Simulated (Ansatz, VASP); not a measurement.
**One calculation of Sr3TiO, two programs**

```xyz
5
Lattice="5.2703 0.0000 0.0000 0.0000 5.2703 0.0000 0.0000 0.0000 5.2703" Properties=species:S:1:pos:R:3 pbc="T T T"
Sr    0.0000    2.6352    2.6352
Sr    2.6352    0.0000    2.6352
Sr    2.6352    2.6352    0.0000
Ti    0.0000    0.0000    0.0000
O     2.6352    2.6352    2.6352
```

Alike in both runs: functional PBE; k mesh 8 × 8 × 8; occupations gaussian, width 0.1 eV; collinear spin.

Ansatz relaxed the structure, and its values are those at the end. VASP's run is a single point on that final structure, the one shown.

|  | VASP | Ansatz |
| --- | --- | --- |
| version | VASP 6.6.1 | Ansatz 0.2.0 |
| potentials or method | VASP PAW PBE potentials, release 64 (Sr_sv, Ti_sv, O), cutoff 520 eV | scalar-relativistic, plane waves, PAW |
| valence electrons in the cell | 48 | 48 |

Ansatz gave:

```
gap on the k mesh at the Fermi level (eV)                     : none
pressure (GPa)                                                : 0.0
net moment per atom (μB)                                      : 0.71
size of the moment on the site where the two differ most (μB) : 2.29
```

Question: Estimate VASP's values.

Answer: gap on the k mesh at the Fermi level (eV): none; pressure (GPa): 0.1; net moment per atom (μB): 0.71; size of the moment on the site where the two differ most (μB): 1.80.

Site moments also hang on the region over which each program counts them. A gap of «none» marks a metal or a gap that the smearing closes. Ansatz's warnings: given moment on shells.
